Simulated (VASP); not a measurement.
# Ge (Imma) in VASP: single point with PBEsol

Aim: the single point of Ge with PBEsol.

Everything below comes from runs of VASP 6.6.1. Logs are shortened: lines on timing, memory, paths and dates and some standing lists are left out, and cuts for length are marked.

## Step 1: The cell of the first run

It takes space group Imma (No. 74, orthorhombic). The conventional cell has a = 4.992 Å, b = 5.302 Å, c = 2.874 Å, α = 90.00°, β = 90.00°, γ = 90.00°. Within 3.5 Å of Ge (site symmetry mm2) lie 8 Ge at 2.68 to 3.08 Å.

## Step 2: Single point, PBEsol

Contents of INCAR:

```
ALGO = Normal ; EDIFF = 1E-6
ENCUT = 520 ; GGA = PS
ISIF = 2 ; ISMEAR = 1
LASPH = T ; LCHARG = F
LREAL = F ; LWAVE = F
NBANDS = 21 ; NELM = 60
PREC = Accurate ; SIGMA = 0.025
```

Contents of KPOINTS:

```
k-points
0
Gamma
  13 13 13
```

Contents of POSCAR:

```
Ge
1.0
   -2.4958980000      2.6508630000      1.4369470000
    2.4958980000     -2.6508630000      1.4369470000
    2.4958980000      2.6508630000     -1.4369470000
Ge
2
Direct
    0.1859430000      0.9359430000      0.2500000000
    0.8140570000      0.0640570000      0.7500000000
```

Potentials or basis: VASP PAW PBE potentials, release 64 (Ge_d).

Started as:

```console
cat potpaw_PBE.64/Ge_d/POTCAR > POTCAR
mpirun -np 1 vasp_std > vasp.out
```

OUTCAR:

```text
EDIFF = 1E-6
   ENCUT = 520
   GGA = PS
   ISIF = 2
   ISMEAR = 1
   LASPH = T
   LREAL = F
   NELM = 60
   PREC = Accurate

 ion  position               nearest neighbor table
   1  0.186  0.936  0.250-   2 2.68   2 2.68   2 2.72   2 2.72
   2  0.814  0.064  0.750-   1 2.68   1 2.68   1 2.72   1 2.72

  LATTYP: Found a body centered orthorhombic cell.
 ALAT       =     2.8738940000
 B/A-ratio  =     1.7369450648
 C/A-ratio  =     1.8447882907

  Lattice vectors:

 A1 = (   2.4958980000,  -2.6508630000,   1.4369470000)
 A2 = (  -2.4958980000,  -2.6508630000,  -1.4369470000)
 A3 = (   2.4958980000,   2.6508630000,  -1.4369470000)

Analysis of symmetry for initial positions (statically):
=====================================================================
 Subroutine PRICEL returns:
 Original cell was already a primitive cell.

 Routine SETGRP: Setting up the symmetry group for a
 body centered orthorhombic supercell.

 Subroutine GETGRP returns: Found  8 space group operations
 (whereof  4 operations were pure point group operations)
 out of a pool of  8 trial point group operations.

The static configuration has the point symmetry C_2h.
 The point group associated with its full space group is D_2h.

Analysis of symmetry for dynamics (positions and initial velocities):
=====================================================================
 Subroutine PRICEL returns:
 Original cell was already a primitive cell.

 Routine SETGRP: Setting up the symmetry group for a
 body centered orthorhombic supercell.

 Subroutine GETGRP returns: Found  8 space group operations
 (whereof  4 operations were pure point group operations)
 out of a pool of  8 trial point group operations.

The dynamic configuration has the point symmetry C_2h.
 The point group associated with its full space group is D_2h.

 Subroutine INISYM returns: Found  8 space group operations
 (whereof  4 operations are pure point group operations),
 and found     1 'primitive' translations

----------------------------------------------------------------------------------------

                                     Primitive cell

  volume of cell :      38.0290

  direct lattice vectors                    reciprocal lattice vectors
    -2.495898000  2.650863000  1.436947000     0.000000000  0.188617820  0.347959946
     2.495898000 -2.650863000  1.436947000     0.200328699  0.000000000  0.347959946
     2.495898000  2.650863000 -1.436947000     0.200328699  0.188617820  0.000000000

  length of vectors
     3.914255760  3.914255760  3.914255760     0.395793893  0.401506801  0.275151358

  position of ions in fractional coordinates (direct lattice)
     0.185943000  0.935943000  0.250000000
     0.814057000  0.064057000  0.750000000

  ion indices of the primitive-cell ions
   primitive index   ion index
                 1           1
                 2           2

----------------------------------------------------------------------------------------

 KPOINTS: k-points

Automatic generation of k-mesh.
 Grid dimensions read from file:
 generate k-points for:   13   13   13

 Generating k-lattice:

  Cartesian coordinates                     Fractional coordinates (reciprocal lattice)
     0.000000000  0.014509063  0.026766150     0.076923077  0.000000000  0.000000000
     0.015409900  0.000000000  0.026766150     0.000000000  0.076923077  0.000000000
     0.015409900  0.014509063  0.000000000     0.000000000  0.000000000  0.076923077

  Length of vectors
     0.030445684  0.030885139  0.021165489

  Shift w.r.t. Gamma in fractional coordinates (k-lattice)
     0.000000000  0.000000000  0.000000000

 Subroutine IBZKPT returns following result:
 ===========================================

 Found    343 irreducible k-points:

 Following reciprocal coordinates:
            Coordinates               Weight
  0.000000  0.000000  0.000000      1.000000
  0.076923  0.000000  0.000000      4.000000
  0.153846  0.000000 -0.000000      4.000000
  0.230769 -0.000000  0.000000      4.000000
  0.307692  0.000000 -0.000000      4.000000
  0.384615  0.000000  0.000000      4.000000
[... 16 lines left out ...]
  0.153846  0.153846 -0.000000      8.000000
  0.230769  0.153846 -0.000000      8.000000
 [... further k-points ...]
   k-points           NKPTS =    343   k-points in BZ     NKDIM =    343   number of bands    NBANDS=     21
   number of dos      NEDOS =    301   number of ions     NIONS =      2
   total plane-waves  NPLWV =  27000
   dimension x,y,z NGX =    30 NGY =   30 NGZ =   30
   dimension x,y,z NGXF=    60 NGYF=   60 NGZF=   60
   ions per type =               2
   NGX,Y,Z   is equivalent  to a cutoff of  12.74, 12.74, 12.74 a.u.
   NGXF,Y,Z  is equivalent  to a cutoff of  25.48, 25.48, 25.48 a.u.
 SYSTEM =  unknown system
   PREC   = accura    normal or accurate (medium, high low for compatibility)
   ISTART =      0    job   : 0-new  1-cont  2-samecut
   ICHARG =      2    charge: 1-file 2-atom 10-const
   ISPIN  =      1    spin polarized calculation?
   LNONCOLLINEAR =      F non collinear calculations
   LSORBIT =      F    spin-orbit coupling
   LASPH  =      T    aspherical Exc in radial PAW
   ENCUT  =  520.0 eV  38.22 Ry    6.18 a.u.   7.28  7.28  7.28*2*pi/ulx,y,z
   NELM   =     60;   NELMIN=  2; NELMDL= -5     # of ELM steps
   EDIFF  = 0.1E-05   stopping-criterion for ELM
   LREAL  =      F    real-space projection
[... 7 lines left out ...]
   TEBEG  =    0.0;   TEEND  =   0.0 temperature during run
   PSTRESS=    0.0 pullay stress
   NELECT =      28.0000    total number of electrons
   NUPDOWN=      -1.0000    fix difference up-down
   EMIN   =  10.00;   EMAX   =-10.00  energy-range for DOS
   EFERMI =   0.00;   METHOD = LEGACY
   ISMEAR =     1;   SIGMA  =   0.03  broadening in eV -4-tet -1-fermi 0-gaus
   EFERMI_NEDOS =   21; number of points for ismear=-14 and -15
   IALGO  =     38    algorithm
   IMIX   =      4    mixing-type and parameters
     AMIX     =   0.40;   BMIX     =  1.00
     AMIX_MAG =   1.60;   BMIX_MAG =  1.00
  volume/ion in A,a.u.               =      19.01       128.32
  Fermi-wavevector in a.u.,A,eV,Ry     =   1.478277  2.793539 29.732860  2.185304
  Thomas-Fermi vector in A             =   2.592578
   LORBIT       =      0    0 simple, 1 ext, 2 COOP (PROOUT), +10 PAW based schemes
   GGA     = PS    functional components
   LHFCALC =     F    Hartree Fock is set to
   AEXX    =    0.0000 exact exchange contribution
   IVDW    =     0    specifies the selected vdW correction
   LEPSILON=     F    determine dielectric tensor
   LRPA    =     F    only Hartree local field effects (RPA)
 non-spin polarized calculation
 Methfessel and Paxton  Order N= 1 SIGMA  =   0.03
  energy-cutoff  :      520.00
  volume of cell :       38.03
 maximum number of plane-waves:      1044
 NGX is ok and might be reduce to    30
   NGX = 15   NGY = 15   NGZ = 15

 number of electron      28.0000014 magnetization

 Free energy of the ion-electron system (eV)
  ---------------------------------------------------
  ext. energy  EPLUGINS =         0.00000000
  ---------------------------------------------------
  free energy    TOTEN  =        -9.51712484 eV

  energy without entropy =       -9.51711807  energy(sigma->0) =       -9.51712258

 E-fermi :   6.3548     XC(G=0): -11.3400

 val. band max:        6.3491089282   @ k =  -0.3077  -0.3846   0.0769
 cond. band min:       6.3630777233   @ k =  -0.2308  -0.1538   0.0769
 fundamental gap:      0.0139687951
 Fermi energy:         6.3547731724

 k-point     1 :       0.0000    0.0000    0.0000
  band No.  band energies     occupation
      1     -18.2833      2.00000
      2     -18.2049      2.00000
      3     -18.2032      2.00000
      4     -18.2017      2.00000
      5     -18.1669      2.00000
      6     -18.1291      2.00000
[... 13 lines left out ...]
     20      17.1205      0.00000
     21      19.0450      0.00000

 k-point     2 :       0.0769    0.0000    0.0000
  band No.  band energies     occupation
      1     -18.2788      2.00000
      2     -18.2007      2.00000
      3     -18.1988      2.00000
      4     -18.1942      2.00000
      5     -18.1682      2.00000
      6     -18.1310      2.00000
[... 13 lines left out ...]
     20      17.5357      0.00000
     21      18.2648      0.00000

 k-point     3 :       0.1538    0.0000   -0.0000
  band No.  band energies     occupation
      1     -18.2662      2.00000
      2     -18.1906      2.00000
      3     -18.1859      2.00000
      4     -18.1729      2.00000
      5     -18.1712      2.00000
      6     -18.1349      2.00000
[... 13 lines left out ...]
     20      16.0407      0.00000
     21      18.4731      0.00000

 k-point     4 :       0.2308   -0.0000    0.0000
  band No.  band energies     occupation
      1     -18.2478      2.00000
      2     -18.1807      2.00000
      3     -18.1722      2.00000
      4     -18.1671      2.00000
      5     -18.1450      2.00000
      6     -18.1345      2.00000
[... 13 lines left out ...]
     20      14.8125      0.00000
     21      18.7151      0.00000

 k-point     5 :       0.3077    0.0000   -0.0000
  band No.  band energies     occupation
      1     -18.2267      2.00000
      2     -18.1799      2.00000
      3     -18.1604      2.00000
      4     -18.1577      2.00000
      5     -18.1247      2.00000
      6     -18.1223      2.00000
[... 13 lines left out ...]
     20      14.1306      0.00000
     21      19.4801      0.00000

 k-point     6 :       0.3846    0.0000    0.0000
  band No.  band energies     occupation
      1     -18.2063      2.00000
      2     -18.1787      2.00000
      3     -18.1536      2.00000
      4     -18.1506      2.00000
      5     -18.1362      2.00000
      6     -18.1358      2.00000
[... 13 lines left out ...]
     20      15.4295      0.00000
     21      20.1215      0.00000

 k-point     7 :       0.4615    0.0000    0.0000
  band No.  band energies     occupation
      1     -18.1903      2.00000
      2     -18.1731      2.00000
      3     -18.1614      2.00000
      4     -18.1571      2.00000
      5     -18.1439      2.00000
      6     -18.1289      2.00000
[... 13 lines left out ...]
     20      17.5827      0.00000
     21      17.8632      0.00000
[... 291 lines left out ...]
      1     -18.2797      2.00000
      2     -18.2070      2.00000
      3     -18.2040      2.00000
      4     -18.1990      2.00000
      5     -18.1638      2.00000
      6     -18.1277      2.00000
[... 13 lines left out ...]
     20      17.6718      0.00000
     21      18.7247      0.00000

 k-point    21 :       0.0000    0.1538   -0.0000
  band No.  band energies     occupation
      1     -18.2722      2.00000
      2     -18.1917      2.00000
      3     -18.1917      2.00000
      4     -18.1883      2.00000
      5     -18.1480      2.00000
      6     -18.1400      2.00000
[... 13 lines left out ...]
     20      16.0382      0.00000
     21      16.8952      0.00000

 k-point    22 :       0.0769    0.1538   -0.0000
  band No.  band energies     occupation
      1     -18.2636      2.00000
      2     -18.1863      2.00000
      3     -18.1848      2.00000
      4     -18.1693      2.00000
      5     -18.1487      2.00000
      6     -18.1288      2.00000
[... 13 lines left out ...]
     20      14.8982      0.00000
     21      16.5738      0.00000

 k-point    23 :       0.1538    0.1538   -0.0000
  band No.  band energies     occupation
      1     -18.2513      2.00000
      2     -18.1837      2.00000
      3     -18.1772      2.00000
      4     -18.1623      2.00000
      5     -18.1465      2.00000
      6     -18.1101      2.00000
[... 13 lines left out ...]
     20      14.2585      0.00000
     21      17.0180      0.00000

 k-point    24 :       0.2308    0.1538   -0.0000
  band No.  band energies     occupation
      1     -18.2380      2.00000
      2     -18.1819      2.00000
      3     -18.1713      2.00000
      4     -18.1623      2.00000
      5     -18.1404      2.00000
      6     -18.1139      2.00000
[... 13 lines left out ...]
     20      14.7965      0.00000
     21      17.9186      0.00000

 [... further k-points ...]

------------------------ aborting loop because EDIFF is reached ----------------------------------------

  FORCE on cell =-STRESS in cart. coord.  units (eV):
  Direction    XX          YY          ZZ          XY          YZ          ZX
  --------------------------------------------------------------------------------------
  -------------------------------------------------------------------------------------
  Total       -0.4941278     -0.9040691     -0.5030044      0.0000000      0.0000000      0.0000000
  in kB      -20.8178081    -38.0888048    -21.1917829      0.0000000      0.0000000      0.0000000
  external PRESSURE =     -26.6994653 kB  Pullay stress =       0.0000000 kB

 VOLUME and BASIS-vectors are now :
 -----------------------------------------------------------------------------
  energy-cutoff  :      520.00
  volume of cell :       38.03
      direct lattice vectors                 reciprocal lattice vectors
    -2.495898000  2.650863000  1.436947000     0.000000000  0.188617820  0.347959946
     2.495898000 -2.650863000  1.436947000     0.200328699  0.000000000  0.347959946
     2.495898000  2.650863000 -1.436947000     0.200328699  0.188617820  0.000000000

 POSITION                                       TOTAL-FORCE (eV/Angst)
 -----------------------------------------------------------------------------------
      2.49590     -1.32543      1.25285         0.000000     -0.000000     -0.060408
      0.00000      3.97629      0.18409        -0.000000      0.000000      0.060408
 -----------------------------------------------------------------------------------
    total drift:                                0.000000      0.000000     -0.000000

  FREE ENERGIE OF THE ION-ELECTRON SYSTEM (eV)
  ---------------------------------------------------
  free  energy   TOTEN  =        -9.5171248408 eV

  energy  without entropy=       -9.5171180661  energy(sigma->0) =       -9.51712258
```

Wall time 2.5 min (1 thread of Intel Xeon Platinum 8488C (Sapphire Rapids), shared host); peak memory 0.33 GiB.

What came out:

```
Free energy            : -9.5171 eV
Pressure               : -2.7 GPa
Largest force          : 0.060 eV/Å
Band gap on the k mesh : zero (bands 14 and 15 overlap by 5.47 eV)
```

Forces on the atoms (eV/Å):
```
Ge   0.000  0.000 -0.060
Ge   0.000  0.000  0.060
```

Stress tensor (GPa, compression positive):
```
-2.08  0.00  0.00
 0.00 -3.81  0.00
 0.00  0.00 -2.12
```

Caveat: the PAW data sets were made with another functional, which shifts forces and pressure a little.
